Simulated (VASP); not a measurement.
# Tl (Im-3m) in VASP: further runs

Tl is run at these levels: LDA; tasks: single point, relaxation of cell and atoms.

Program: VASP 6.6.1. These are calculated values, not measurements. Logs are shortened: lines on timing, memory, paths and dates and some standing lists are left out, and cuts for length are marked.

## Step 1: The cell of the first run

The structure is cubic, space group Im-3m (No. 229). The conventional cell has a = 3.938 Å, b = 3.938 Å, c = 3.938 Å, α = 90.00°, β = 90.00°, γ = 90.00°. Within 4.5 Å of Tl (site symmetry m-3m) lie 14 Tl at 3.41 to 3.94 Å.

## Step 2: Single point, LDA (volume scaled by 1.12)

INCAR reads:

```
PREC = Accurate
ENCUT = 520
EDIFF = 1E-7
ISMEAR = -1
SIGMA = 0.1
LREAL = F
LASPH = T
NELM = 80
ALGO = Normal
ISIF = 2
LWAVE = F
LCHARG = F
GGA = CA
NBANDS = 12
```

KPOINTS reads:

```
Automatic mesh
0
Gamma
  13 13 13
```

POSCAR reads:

```
Tl
1.0
   -1.9692332334      1.9692332334      1.9692332334
    1.9692332334     -1.9692332334      1.9692332334
    1.9692332334      1.9692332334     -1.9692332334
Tl
1
Direct
    0.0000000000      0.0000000000      0.0000000000
```

Potentials or basis: VASP PAW LDA potentials, release 64 (Tl_d).

Started as:

```sh
$ cat potpaw_LDA.64/Tl_d/POTCAR > POTCAR
$ mpirun -np 1 vasp_std > vasp.out
```

OUTCAR:

```text
PREC = Accurate
   ENCUT = 520
   EDIFF = 1E-7
   ISMEAR = -1
   LREAL = F
   LASPH = T
   NELM = 80
   ISIF = 2
   GGA = CA

 ion  position               nearest neighbor table
   1  0.000  0.000  0.000-

  LATTYP: Found a body centered cubic cell.
 ALAT       =     3.9384664668

  Lattice vectors:

 A1 = (  -1.9692332334,   1.9692332334,   1.9692332334)
 A2 = (   1.9692332334,  -1.9692332334,   1.9692332334)
 A3 = (   1.9692332334,   1.9692332334,  -1.9692332334)

Analysis of symmetry for initial positions (statically):
=====================================================================
 Subroutine PRICEL returns:
 Original cell was already a primitive cell.

 Routine SETGRP: Setting up the symmetry group for a
 body centered cubic supercell.

 Subroutine GETGRP returns: Found 48 space group operations
 (whereof 48 operations were pure point group operations)
 out of a pool of 48 trial point group operations.

The static configuration has the point symmetry O_h .

Analysis of symmetry for dynamics (positions and initial velocities):
=====================================================================
 Subroutine PRICEL returns:
 Original cell was already a primitive cell.

 Routine SETGRP: Setting up the symmetry group for a
 body centered cubic supercell.

 Subroutine GETGRP returns: Found 48 space group operations
 (whereof 48 operations were pure point group operations)
 out of a pool of 48 trial point group operations.

The dynamic configuration has the point symmetry O_h .

 Subroutine INISYM returns: Found 48 space group operations
 (whereof 48 operations are pure point group operations),
 and found     1 'primitive' translations

----------------------------------------------------------------------------------------

                                     Primitive cell

  volume of cell :      30.5458

  direct lattice vectors                    reciprocal lattice vectors
    -1.969233233  1.969233233  1.969233233     0.000000000  0.253905932  0.253905932
     1.969233233 -1.969233233  1.969233233     0.253905932  0.000000000  0.253905932
     1.969233233  1.969233233 -1.969233233     0.253905932  0.253905932  0.000000000

  length of vectors
     3.410812012  3.410812012  3.410812012     0.359077213  0.359077213  0.359077213

  position of ions in fractional coordinates (direct lattice)
     0.000000000  0.000000000  0.000000000

  ion indices of the primitive-cell ions
   primitive index   ion index
                 1           1

----------------------------------------------------------------------------------------

 KPOINTS: Automatic mesh

Automatic generation of k-mesh.
 Grid dimensions read from file:
 generate k-points for:   13   13   13

 Generating k-lattice:

  Cartesian coordinates                     Fractional coordinates (reciprocal lattice)
     0.000000000  0.019531226  0.019531226     0.076923077  0.000000000  0.000000000
     0.019531226  0.000000000  0.019531226     0.000000000  0.076923077  0.000000000
     0.019531226  0.019531226  0.000000000     0.000000000  0.000000000  0.076923077

  Length of vectors
     0.027621324  0.027621324  0.027621324

  Shift w.r.t. Gamma in fractional coordinates (k-lattice)
     0.000000000  0.000000000  0.000000000

 Subroutine IBZKPT returns following result:
 ===========================================

 Found     84 irreducible k-points:

 Following reciprocal coordinates:
            Coordinates               Weight
  0.000000  0.000000  0.000000      1.000000
  0.076923  0.000000  0.000000     12.000000
  0.153846  0.000000  0.000000     12.000000
  0.230769  0.000000  0.000000     12.000000
  0.307692  0.000000  0.000000     12.000000
  0.384615  0.000000  0.000000     12.000000
[... 16 lines left out ...]
  0.153846  0.076923  0.076923     24.000000
  0.230769  0.076923  0.076923     24.000000
 [... further k-points ...]
   k-points           NKPTS =     84   k-points in BZ     NKDIM =     84   number of bands    NBANDS=     12
   number of dos      NEDOS =    301   number of ions     NIONS =      1
   total plane-waves  NPLWV =  21952
   dimension x,y,z NGX =    28 NGY =   28 NGZ =   28
   dimension x,y,z NGXF=    56 NGYF=   56 NGZF=   56
   ions per type =               1
   NGX,Y,Z   is equivalent  to a cutoff of  13.65, 13.65, 13.65 a.u.
   NGXF,Y,Z  is equivalent  to a cutoff of  27.29, 27.29, 27.29 a.u.
 SYSTEM =  unknown system
   PREC   = accura    normal or accurate (medium, high low for compatibility)
   ISTART =      0    job   : 0-new  1-cont  2-samecut
   ICHARG =      2    charge: 1-file 2-atom 10-const
   ISPIN  =      1    spin polarized calculation?
   LNONCOLLINEAR =      F non collinear calculations
   LSORBIT =      F    spin-orbit coupling
   LASPH  =      T    aspherical Exc in radial PAW
   ENCUT  =  520.0 eV  38.22 Ry    6.18 a.u.   6.34  6.34  6.34*2*pi/ulx,y,z
   NELM   =     80;   NELMIN=  2; NELMDL= -5     # of ELM steps
   EDIFF  = 0.1E-06   stopping-criterion for ELM
   LREAL  =      F    real-space projection
   EDIFFG = 0.1E-05   stopping-criterion for IOM
   NSW    =      0    number of steps for IOM
   IBRION =     -1    ionic relax: 0-MD 1-quasi-New 2-CG
   NFREE  =      0    steps in history (QN), initial steepest desc. (CG)
   ISIF   =      2    stress and relaxation
   ISYM   =      2    0-nonsym 1-usesym 2-fastsym
   POTIM  = 0.5000    time-step for ionic-motion
   TEBEG  =    0.0;   TEEND  =   0.0 temperature during run
   PSTRESS=    0.0 pullay stress
   NELECT =      13.0000    total number of electrons
   NUPDOWN=      -1.0000    fix difference up-down
   EMIN   =  10.00;   EMAX   =-10.00  energy-range for DOS
   EFERMI =   0.00;   METHOD = LEGACY
   ISMEAR =    -1;   SIGMA  =   0.10  broadening in eV -4-tet -1-fermi 0-gaus
   EFERMI_NEDOS =   21; number of points for ismear=-14 and -15
   IALGO  =     38    algorithm
   IMIX   =      4    mixing-type and parameters
     AMIX     =   0.40;   BMIX     =  1.00
     AMIX_MAG =   1.60;   BMIX_MAG =  1.00
  volume/ion in A,a.u.               =      30.55       206.13
  Fermi-wavevector in a.u.,A,eV,Ry     =   1.231418  2.327042 20.631739  1.516390
  Thomas-Fermi vector in A             =   2.366228
   LORBIT       =      0    0 simple, 1 ext, 2 COOP (PROOUT), +10 PAW based schemes
   GGA     = CA    functional components
   LHFCALC =     F    Hartree Fock is set to
   AEXX    =    0.0000 exact exchange contribution
   IVDW    =     0    specifies the selected vdW correction
   LEPSILON=     F    determine dielectric tensor
   LRPA    =     F    only Hartree local field effects (RPA)
 non-spin polarized calculation
  energy-cutoff  :      520.00
  volume of cell :       30.55
 maximum number of plane-waves:       844
 NGX is ok and might be reduce to    28
   NGX = 13   NGY = 13   NGZ = 13

 number of electron      13.0000002 magnetization

 Free energy of the ion-electron system (eV)
  ---------------------------------------------------
  ext. energy  EPLUGINS =         0.00000000
  ---------------------------------------------------
  free energy    TOTEN  =        -2.89880003 eV

  energy without entropy =       -2.88071771  energy(sigma->0) =       -2.88975887

 E-fermi :   5.5934     XC(G=0): -10.1842

 val. band max:        5.5608485641   @ k =  -0.3077   0.4615   0.0769
 cond. band min:       5.6249054524   @ k =   0.2308   0.2308   0.2308
 fundamental gap:      0.0640568884
 Fermi energy:         5.5933694317

 k-point     1 :       0.0000    0.0000    0.0000
  band No.  band energies     occupation
      1      -5.9222      2.00000
      2      -5.9222      2.00000
      3      -5.9222      2.00000
      4      -5.5471      2.00000
      5      -5.5471      2.00000
      6      -4.0180      2.00000
      7      15.6847      0.00000
      8      15.6847      0.00000
      9      15.6847      0.00000
     10      17.8082      0.00000
     11      17.8082      0.00000
     12      17.8082      0.00000

 k-point     2 :       0.0769    0.0000    0.0000
  band No.  band energies     occupation
      1      -5.9313      2.00000
      2      -5.9153      2.00000
      3      -5.8895      2.00000
      4      -5.5570      2.00000
      5      -5.5474      2.00000
      6      -3.8917      2.00000
      7      14.3894      0.00000
      8      15.2333      0.00000
      9      15.4423      0.00000
     10      17.2683      0.00000
     11      17.6633      0.00000
     12      17.7488      0.00000

 k-point     3 :       0.1538    0.0000    0.0000
  band No.  band energies     occupation
      1      -5.9563      2.00000
      2      -5.9053      2.00000
      3      -5.7969      2.00000
      4      -5.5805      2.00000
      5      -5.5478      2.00000
      6      -3.5059      2.00000
      7      11.9725      0.00000
      8      14.2384      0.00000
      9      14.7832      0.00000
     10      16.5775      0.00000
     11      17.3498      0.00000
     12      17.9505      0.00000
[... 286 lines left out ...]
 k-point    23 :       0.1538    0.0769    0.0769
  band No.  band energies     occupation
      1      -5.9782      2.00000
      2      -5.9348      2.00000
      3      -5.6449      2.00000
      4      -5.5829      2.00000
      5      -5.5578      2.00000
      6      -2.5856      2.00000
      7       9.1966      0.00000
      8      11.7900      0.00000
      9      12.4875      0.00000
     10      18.1111      0.00000
     11      18.5897      0.00000
     12      18.8878      0.00000

 k-point    24 :       0.2308    0.0769    0.0769
  band No.  band energies     occupation
      1      -6.0126      2.00000
      2      -5.9420      2.00000
      3      -5.5918      2.00000
      4      -5.5516      2.00000
      5      -5.5351      2.00000
      6      -1.6843      2.00000
      7       7.1330      0.00000
      8      10.6942      0.00000
      9      11.8287      0.00000
     10      17.7706      0.00000
     11      18.4564      0.00000
     12      19.8063      0.00000

 [... further k-points ...]
[... 5 lines left out ...]
  --------------------------------------------------------------------------------------
  -------------------------------------------------------------------------------------
  Total       -0.6712857     -0.6712857     -0.6712857      0.0000000     -0.0000000      0.0000000
  in kB      -35.2100423    -35.2100423    -35.2100423      0.0000000     -0.0000000      0.0000000
  external PRESSURE =     -35.2100423 kB  Pullay stress =       0.0000000 kB

 VOLUME and BASIS-vectors are now :
 -----------------------------------------------------------------------------
  energy-cutoff  :      520.00
  volume of cell :       30.55
      direct lattice vectors                 reciprocal lattice vectors
    -1.969233233  1.969233233  1.969233233     0.000000000  0.253905932  0.253905932
     1.969233233 -1.969233233  1.969233233     0.253905932  0.000000000  0.253905932
     1.969233233  1.969233233 -1.969233233     0.253905932  0.253905932  0.000000000

 POSITION                                       TOTAL-FORCE (eV/Angst)
 -----------------------------------------------------------------------------------
      0.00000      0.00000      0.00000         0.000000     -0.000000      0.000000
 -----------------------------------------------------------------------------------
    total drift:                               -0.000000     -0.000000     -0.000000

  FREE ENERGIE OF THE ION-ELECTRON SYSTEM (eV)
  ---------------------------------------------------
  free  energy   TOTEN  =        -2.8988000257 eV

  energy  without entropy=       -2.8807177109  energy(sigma->0) =       -2.88975887
```

It took 10 s on 1 thread of Intel Xeon 6975P-C (Granite Rapids), shared host; peak memory 0.15 GiB.

Results:

| Property | Result |
| --- | --- |
| Free energy | -2.8988 eV |
| Pressure | -3.5 GPa |

Levels at points of the mesh, in eV from the Fermi level:
| k point | band 3 | band 4 | band 5 | band 6 | band 7 | band 8 | band 9 | band 10 |
| --- | --- | --- | --- | --- | --- | --- | --- | --- |
| (0.00, 0.00, 0.00) | -11.52 | -11.14 | -11.14 | -9.61 | 10.09 | 10.09 | 10.09 | 12.21 |

Caveat: the cell differs from its parent crystal (volume scaled by 1.12); spin-orbit coupling is left out, which moves the levels of the heavy elements.

## Step 3: Relaxation of cell and atoms, LDA

This run uses another cell than the first one, of 28.04 Å³/atom, 0.918 times its volume.

INCAR reads:

```
SYSTEM = Tl
PREC = Accurate ; ENCUT = 600
EDIFF = 1E-7 ; ISMEAR = -1
SIGMA = 0.1 ; LREAL = .False.
LASPH = .True. ; NELM = 60
ALGO = Normal ; ISIF = 3
LWAVE = .False. ; LCHARG = .False.
GGA = CA ; IBRION = 2
NSW = 80 ; EDIFFG = -0.01
```

KPOINTS reads:

```
regular mesh
0
Gamma
  12 12 12
  0 0 0
```

POSCAR reads:

```
Tl
1.0
   -1.9137783729      1.9137783729      1.9137783729
    1.9137783729     -1.9137783729      1.9137783729
    1.9137783729      1.9137783729     -1.9137783729
Tl
1
Direct
    0.0000000000      0.0000000000      0.0000000000
```

Potentials or basis: VASP PAW LDA potentials, release 64 (Tl_d).

Started as:

```sh
$ cat potpaw_LDA.64/Tl_d/POTCAR > POTCAR
$ mpirun -np 1 vasp_std > vasp.out
```

It took 12 s on 1 thread of Intel Xeon 6975P-C (Granite Rapids), shared host; peak memory 0.16 GiB.

Results (log left out):

* Free energy: -2.9364 eV
* Relaxed volume: 27.36 Å³/atom
* Relaxed cell: a = 3.288 Å, b = 3.288 Å, c = 3.288 Å, α = 109.47°, β = 109.47°, γ = 109.47°
* Space group after relaxing (to 0.05 Å): Im-3m (No. 229)
* Energy gained by relaxing: 2.1 meV/atom
* Ionic steps: 2
* Pressure after relaxing: 0.0 GPa

Step by step:
| step | energy change (eV) | largest force (eV/Å) | pressure (GPa) | volume (Å³) |
| --- | --- | --- | --- | --- |
| 1 | 0.0000 | 0.0000 | -0.97 | 28.04 |
| 2 | -0.0021 | 0.0000 | 0.03 | 27.36 |

Final structure:
```xyz
1
Lattice="-1.8981 1.8981 1.8981 1.8981 -1.8981 1.8981 1.8981 1.8981 -1.8981" Properties=species:S:1:pos:R:3 pbc="T T T"
Tl    0.0000    0.0000    0.0000
```

Levels at points of the mesh, in eV from the Fermi level:
```
           k point  band 4  band 5  band 6  band 7  band 8  band 9
(0.00, 0.00, 0.00)  -11.17  -11.17  -10.34   11.29   11.29   11.29
(0.50, 0.00, 0.00)  -11.17  -10.85   -4.96   -2.89    6.01    7.33
(0.50, 0.50, 0.50)  -10.93  -10.93   -1.29    1.43    1.43    1.43
```

Caveat: spin-orbit coupling is left out, which moves the levels of the heavy elements.

## Step 4: Single point, LDA, non-collinear spin, zero start, spin-orbit coupling

This run uses another cell than the first one, of 27.27 Å³/atom, 0.893 times its volume.

INCAR reads:

```
PREC = Accurate
ENCUT = 520
EDIFF = 1E-6
ISMEAR = -1
SIGMA = 0.1
LREAL = F
LASPH = T
NELM = 150
ALGO = Normal
ISIF = 2
LWAVE = F
LCHARG = F
MAGMOM = 0 0 0
LORBIT = 11
LSORBIT = T
GGA_COMPAT = F
LORBMOM = T
NBANDS = 24
```

KPOINTS reads:

```
Automatic mesh
0
Gamma
  12 12 12
```

POSCAR reads:

```
Tl
1.0
   -1.8962305924      1.8962305924      1.8962305924
    1.8962305924     -1.8962305924      1.8962305924
    1.8962305924      1.8962305924     -1.8962305924
Tl
1
Direct
    0.0000000000      0.0000000000      0.0000000000
```

Started as:

```sh
$ cat potpaw_LDA.64/Tl_d/POTCAR > POTCAR
$ mpirun -np 1 vasp_ncl > vasp.out
```

It took 19 s on 1 thread of Intel Xeon 6975P-C (Granite Rapids), shared host; peak memory 0.21 GiB.

The run converged. Its results:

```
Free energy                                           : -3.2471 eV
Pressure                                              : -0.4 GPa
Net moment                                            : 0.00 μB per cell
Valence electrons inside the program's atomic spheres : Tl 11.24
```

Moments on the atoms (μB; x, y, z):
```
Tl  0.00 0.00 0.00
```

## Step 5: The runs side by side

```csv
task,spin,cell,k mesh,cutoff (eV),gap on the mesh (eV),pressure (GPa)
single point,off,"a = 3.411 Å, angles 109.5°, 1 atom",13 × 13 × 13,520,none,-3.5
relaxation of cell and atoms,off,"relaxed from a = 3.315 Å, angles 109.5°, 1 atom",12 × 12 × 12,600,none,0.0
single point,"non-collinear, zero start, SOC","a = 3.284 Å, angles 109.5°, 1 atom",12 × 12 × 12,520,-,-0.4
```

Alike in all rows: level LDA; potentials or basis VASP PAW LDA potentials, release 64 (Tl_d); smearing fermi-dirac 0.1 eV.

Caveats: spin-orbit coupling is left out, which moves the levels of the heavy elements (some runs).

Absolute energies hang on the potentials; compare differences alone.
